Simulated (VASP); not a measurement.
# Mg3Te (P1) in VASP: settings compared

Mg3Te is run at these levels: PBE, PBEsol; tasks: single point.

Program: VASP 6.6.1. These are calculated values, not measurements. Logs are shortened: lines on timing, memory, paths and dates and some standing lists are left out, and cuts for length are marked.

## 1. The cell of the first run

The typed cell holds 4 atoms: a = 6.088 Å, b = 6.088 Å, c = 6.088 Å, α = 138.85°, β = 138.85°, γ = 59.60°.

## 2. Single point, PBE

INCAR reads:

```
PREC = Accurate ; ENCUT = 520
EDIFF = 1E-6 ; ISMEAR = 0
SIGMA = 0.1 ; LREAL = F
LASPH = T ; NELM = 60
ALGO = Normal ; ISIF = 2
LWAVE = F ; LCHARG = T
GGA = PE ; LELF = T
LVHAR = T ; NBANDS = 14
```

KPOINTS reads:

```
regular mesh
0
Gamma
  5 5 6
```

POSCAR reads:

```
Mg3Te
1.0
   -2.1393600000      2.1393600000      5.2824880000
    2.1393600000     -2.1393600000      5.2824880000
    2.1393600000      2.1393600000     -5.2824880000
Te Mg
1 3
Direct
    0.0041340000     -0.0009310000      0.0022340000
    0.2489900000      0.7589190000      0.5030360000
    0.7536050000      0.2463450000      0.4984110000
    0.4911550000      0.5146360000      0.0038850000
```

Potentials or basis: VASP PAW PBE potentials, release 64 (Te, Mg).

Run with:

```bash
> cat potpaw_PBE.64/Te/POTCAR potpaw_PBE.64/Mg/POTCAR > POTCAR
> mpirun -np 1 vasp_std > vasp.out
```

OUTCAR:

```text
PREC = Accurate
   ENCUT = 520
   EDIFF = 1E-6
   ISMEAR = 0
   LREAL = F
   LASPH = T
   NELM = 60
   ISIF = 2
   GGA = PE

 ion  position               nearest neighbor table
   1  0.004  0.999  0.002-   4 2.94   4 3.02   4 3.03   4 3.11   2 3.36   3 3.39   2 3.39   3 3.40
                             2 3.40   3 3.40   3 3.40   2 3.44
   2  0.249  0.759  0.503-   3 2.97   3 3.01   3 3.04   3 3.08   1 3.36   4 3.37   1 3.39   4 3.39
                             1 3.40   4 3.41   4 3.43   1 3.44
   3  0.754  0.246  0.498-   2 2.97   2 3.01   2 3.04   2 3.08   4 3.35   4 3.37   1 3.39   1 3.40
                             1 3.40   1 3.40   4 3.44   4 3.45
   4  0.491  0.515  0.004-   1 2.94   1 3.02   1 3.03   1 3.11   3 3.35   2 3.37   3 3.37   2 3.39
                             2 3.41   2 3.43   3 3.44   3 3.45

  LATTYP: Found a body centered tetragonal cell.
 ALAT       =     4.2787200000
 C/A-ratio  =     2.4691907860

  Lattice vectors:

 A1 = (  -2.1393600000,   2.1393600000,   5.2824880000)
 A2 = (   2.1393600000,  -2.1393600000,   5.2824880000)
 A3 = (   2.1393600000,   2.1393600000,  -5.2824880000)

Analysis of symmetry for initial positions (statically):
=====================================================================
 Subroutine PRICEL returns:
 Original cell was already a primitive cell.

 Routine SETGRP: Setting up the symmetry group for a
 body centered tetragonal supercell.

 Subroutine GETGRP returns: Found  1 space group operations
 (whereof  1 operations were pure point group operations)
 out of a pool of 16 trial point group operations.

The static configuration has the point symmetry C_1 .

Analysis of symmetry for dynamics (positions and initial velocities):
=====================================================================
 Subroutine PRICEL returns:
 Original cell was already a primitive cell.

 Routine SETGRP: Setting up the symmetry group for a
 body centered tetragonal supercell.

 Subroutine GETGRP returns: Found  1 space group operations
 (whereof  1 operations were pure point group operations)
 out of a pool of 16 trial point group operations.

The dynamic configuration has the point symmetry C_1 .

 Subroutine INISYM returns: Found  1 space group operations
 (whereof  1 operations are pure point group operations),
 and found     1 'primitive' translations

----------------------------------------------------------------------------------------

                                     Primitive cell

  volume of cell :      96.7089

  direct lattice vectors                    reciprocal lattice vectors
    -2.139360000  2.139360000  5.282488000     0.000000000  0.233714756  0.094652368
     2.139360000 -2.139360000  5.282488000     0.233714756  0.000000000  0.094652368
     2.139360000  2.139360000 -5.282488000     0.233714756  0.233714756  0.000000000

  length of vectors
     6.087561243  6.087561243  6.087561243     0.252154036  0.252154036  0.330522577

  position of ions in fractional coordinates (direct lattice)
     0.004134000  0.999069000  0.002234000
     0.248990000  0.758919000  0.503036000
     0.753605000  0.246345000  0.498411000
     0.491155000  0.514636000  0.003885000

  ion indices of the primitive-cell ions
   primitive index   ion index
                 1           1
                 2           2
                 3           3
                 4           4

----------------------------------------------------------------------------------------

 KPOINTS: regular mesh

Automatic generation of k-mesh.
 Grid dimensions read from file:
 generate k-points for:    5    5    6

 Generating k-lattice:

  Cartesian coordinates                     Fractional coordinates (reciprocal lattice)
     0.000000000  0.046742951  0.018930474     0.200000000  0.000000000 -0.000000000
[... 20 lines left out ...]
|                                                                             |
|        The reciprocal lattice is body-centered tetragonal,                  |
|        whereas your k-lattice is base-centered monoclinic.                  |
|                                                                             |
|     Results are often still useful ...                                      |
|                                                                             |
 -----------------------------------------------------------------------------

 WARNING: IBZKPT: internal override: KBLOWUP is changed to .FALSE.
      ... skipping the blow-up phase ...

 Subroutine IBZKPT returns following result:
 ===========================================

 Found     76 irreducible k-points:

 Following reciprocal coordinates:
            Coordinates               Weight
  0.000000  0.000000  0.000000      1.000000
  0.200000  0.000000  0.000000      2.000000
  0.400000  0.000000  0.000000      2.000000
  0.000000  0.200000  0.000000      2.000000
  0.200000  0.200000  0.000000      2.000000
  0.400000  0.200000  0.000000      2.000000
[... 16 lines left out ...]
 -0.200000  0.200000  0.166667      2.000000
  0.000000  0.400000  0.166667      2.000000
 [... further k-points ...]
   k-points           NKPTS =     76   k-points in BZ     NKDIM =     76   number of bands    NBANDS=     14
   number of dos      NEDOS =    301   number of ions     NIONS =      4
   total plane-waves  NPLWV = 110592
   dimension x,y,z NGX =    48 NGY =   48 NGZ =   48
   dimension x,y,z NGXF=    96 NGYF=   96 NGZF=   96
   ions per type =               1   3
   NGX,Y,Z   is equivalent  to a cutoff of  13.11, 13.11, 13.11 a.u.
   NGXF,Y,Z  is equivalent  to a cutoff of  26.22, 26.22, 26.22 a.u.
 SYSTEM =  unknown system
   PREC   = accura    normal or accurate (medium, high low for compatibility)
   ISTART =      0    job   : 0-new  1-cont  2-samecut
   ICHARG =      2    charge: 1-file 2-atom 10-const
   ISPIN  =      1    spin polarized calculation?
   LNONCOLLINEAR =      F non collinear calculations
   LSORBIT =      F    spin-orbit coupling
   LASPH  =      T    aspherical Exc in radial PAW
   ENCUT  =  520.0 eV  38.22 Ry    6.18 a.u.  11.32 11.32 11.32*2*pi/ulx,y,z
   NELM   =     60;   NELMIN=  2; NELMDL= -5     # of ELM steps
   EDIFF  = 0.1E-05   stopping-criterion for ELM
   LREAL  =      F    real-space projection
   EDIFFG = 0.1E-04   stopping-criterion for IOM
   NSW    =      0    number of steps for IOM
   IBRION =     -1    ionic relax: 0-MD 1-quasi-New 2-CG
   NFREE  =      0    steps in history (QN), initial steepest desc. (CG)
   ISIF   =      2    stress and relaxation
   ISYM   =      2    0-nonsym 1-usesym 2-fastsym
   POTIM  = 0.5000    time-step for ionic-motion
   TEBEG  =    0.0;   TEEND  =   0.0 temperature during run
   PSTRESS=    0.0 pullay stress
   NELECT =      12.0000    total number of electrons
   NUPDOWN=      -1.0000    fix difference up-down
   EMIN   =  10.00;   EMAX   =-10.00  energy-range for DOS
   EFERMI =   0.00;   METHOD = LEGACY
   ISMEAR =     0;   SIGMA  =   0.10  broadening in eV -4-tet -1-fermi 0-gaus
   EFERMI_NEDOS =   21; number of points for ismear=-14 and -15
   IALGO  =     38    algorithm
   IMIX   =      4    mixing-type and parameters
     AMIX     =   0.40;   BMIX     =  1.00
     AMIX_MAG =   1.60;   BMIX_MAG =  1.00
  volume/ion in A,a.u.               =      24.18       163.16
  Fermi-wavevector in a.u.,A,eV,Ry     =   0.816544  1.543045  9.071614  0.666745
  Thomas-Fermi vector in A             =   1.926832
   LORBIT       =      0    0 simple, 1 ext, 2 COOP (PROOUT), +10 PAW based schemes
   GGA     = PE    functional components
   LHFCALC =     F    Hartree Fock is set to
   AEXX    =    0.0000 exact exchange contribution
   IVDW    =     0    specifies the selected vdW correction
   LEPSILON=     F    determine dielectric tensor
   LRPA    =     F    only Hartree local field effects (RPA)
 non-spin polarized calculation
 Gauss-broadening in eV      SIGMA  =   0.10
  energy-cutoff  :      520.00
  volume of cell :       96.71
 maximum number of plane-waves:      2624
 NGX is ok and might be reduce to    48
   NGX = 23   NGY = 23   NGZ = 23

 number of electron      12.0000000 magnetization

 Free energy of the ion-electron system (eV)
  ---------------------------------------------------
  ext. energy  EPLUGINS =         0.00000000
  ---------------------------------------------------
  free energy    TOTEN  =        -8.29855882 eV

  energy without entropy =       -8.28852590  energy(sigma->0) =       -8.29354236

 E-fermi :   4.5078     XC(G=0):  -8.9355

 val. band max:        4.4717865186   @ k =   0.4000   0.4000   0.3333
 cond. band min:       4.5161469535   @ k =   0.4000   0.0000   0.5000
 fundamental gap:      0.0443604349
 Fermi energy:         4.5077516631

 k-point     1 :       0.0000    0.0000    0.0000
  band No.  band energies     occupation
      1      -7.7005      2.00000
      2       0.2435      2.00000
      3       0.3611      2.00000
      4       1.9216      2.00000
      5       1.9343      2.00000
      6       4.8365      0.00000
      7       5.7671      0.00000
      8       6.1184      0.00000
      9       6.1263      0.00000
     10       6.3314      0.00000
     11       8.1072      0.00000
     12      11.0025      0.00000
     13      11.0226      0.00000
     14      11.2120      0.00000
[... 377 lines left out ...]
      1      -7.1211      2.00000
      2      -1.2637      2.00000
      3       0.1315      2.00000
      4       1.2287      2.00000
      5       2.1779      2.00000
      6       4.4345      1.69993
      7       5.3839      0.00000
      8       6.4169      0.00000
      9       6.9506      0.00000
     10       7.6272      0.00000
     11       8.1648      0.00000
     12       9.4021      0.00000
     13      10.7258      0.00000
     14      11.6574      0.00000

 [... further k-points ...]

------------------------ aborting loop because EDIFF is reached ----------------------------------------

  FORCE on cell =-STRESS in cart. coord.  units (eV):
  Direction    XX          YY          ZZ          XY          YZ          ZX
  --------------------------------------------------------------------------------------
  -------------------------------------------------------------------------------------
  Total        0.0518498      0.0219147      0.0381457     -0.0058415      0.0764336      0.0668755
  in kB        0.8589958      0.3630619      0.6319609     -0.0967767      1.2662770      1.1079274
  external PRESSURE =       0.6180062 kB  Pullay stress =       0.0000000 kB

 VOLUME and BASIS-vectors are now :
 -----------------------------------------------------------------------------
  energy-cutoff  :      520.00
  volume of cell :       96.71
      direct lattice vectors                 reciprocal lattice vectors
    -2.139360000  2.139360000  5.282488000     0.000000000  0.233714756  0.094652368
     2.139360000 -2.139360000  5.282488000     0.233714756  0.000000000  0.094652368
     2.139360000  2.139360000 -5.282488000     0.233714756  0.233714756  0.000000000

 POSITION                                       TOTAL-FORCE (eV/Angst)
 -----------------------------------------------------------------------------------
      2.13330     -2.12374      5.28761         0.132609     -0.118345      0.011824
      2.16710     -0.01475      2.66699        -0.124659      0.079258     -0.020247
     -0.01893      2.15149      2.64937         0.153813     -0.100019     -0.006037
      0.05855     -0.04192      5.29256        -0.161763      0.139106      0.014461
 -----------------------------------------------------------------------------------
    total drift:                               -0.000008      0.000010     -0.000017

  FREE ENERGIE OF THE ION-ELECTRON SYSTEM (eV)
  ---------------------------------------------------
  free  energy   TOTEN  =        -8.2985588223 eV

  energy  without entropy=       -8.2885259033  energy(sigma->0) =       -8.29354236
```

Wall time 2.4 min (1 thread of Intel Xeon 6975P-C, shared host); peak memory 0.38 GiB.

Results:

| Property | Result |
| --- | --- |
| Free energy | -8.2986 eV |
| Pressure | 0.1 GPa |
| Largest force | 0.214 eV/Å |
| Band gap on the k mesh | zero (band 6 reaches 4.99 eV, above the bottom of band 7 at 3.57 eV) |

Forces in eV/Å, atoms in the order of the input:
```
Te   0.133 -0.118  0.012
Mg  -0.125  0.079 -0.020
Mg   0.154 -0.100 -0.006
Mg  -0.162  0.139  0.014
```

Levels at points of the mesh, in eV from the Fermi level:
```csv
k point,band 2,band 3,band 4,band 5,band 6,band 7,band 8,band 9,band 10,band 11
"(0.00, 0.00, 0.00)",-4.26,-4.15,-2.59,-2.57,0.33,1.26,1.61,1.62,1.82,3.60
"(0.00, 0.00, 0.50)",-5.11,-4.75,-3.54,-2.52,-1.50,-0.09,0.99,1.16,1.68,5.99
```

Caveat: spin-orbit coupling is left out, which moves the levels of the heavy elements.

(Part 1 of 2 ends here.)
